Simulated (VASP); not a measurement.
**Rb3Ag: single point with pbe exchange, lyp correlation**

Rb3Ag:

```
Rb Ag
1.0
     4.48794    0.00000    0.00000
     0.00000    4.48794    0.00000
     0.00000    0.00000    4.48794
Rb Ag
3 1
Direct
  0.00000 0.50000 0.50000
  0.50000 0.00000 0.50000
  0.50000 0.50000 0.00000
  0.00000 0.00000 0.00000
```

```yaml
Program: VASP 6.6.1
Task: single point
Functional: pbe exchange, lyp correlation
Potentials_or_basis: VASP PAW PBE potentials, release 64 (Rb_sv, Ag)
Cutoff: 500 eV
k_mesh: 4 × 4 × 4
Occupations: gaussian, width 0.05 eV
Spin: no spin polarisation
Dipole_correction: no
Further_INCAR_settings: ALGO = Normal; EDIFF = 1e-06; NBANDS = 27
```

| Property | Result |
| --- | --- |
| Pressure | 30.4 GPa |
| Band gap on the k mesh | zero (bands 19 and 20 overlap by 0.87 eV) |

Levels at points of the mesh, in eV from the Fermi level:
```
           k point  band 15  band 16  band 17  band 18  band 19  band 20  band 21  band 22  band 23  band 24
(0.00, 0.00, 0.00)    -6.26    -6.26    -6.26    -5.14    -2.11     1.07     1.07     1.19     1.19     1.19
(0.50, 0.00, 0.00)    -6.05    -5.91    -5.91    -2.83    -1.76     0.04     1.06     1.06     1.40     3.20
(0.50, 0.50, 0.00)    -5.91    -5.91    -5.91    -2.60    -0.12     0.18     0.18     2.01     2.01     2.33
(0.50, 0.50, 0.50)    -6.22    -6.01    -6.01    -4.41     0.88     0.88     0.88     2.60     2.60     2.60
```

Wall time 22 s on 1 thread of AMD EPYC 7R13 Processor (Zen 3) (shared host), peak memory 0.18 GiB.

Caveat: the cell stands under pressure; the PAW data sets were made with another functional, which shifts forces and pressure a little.
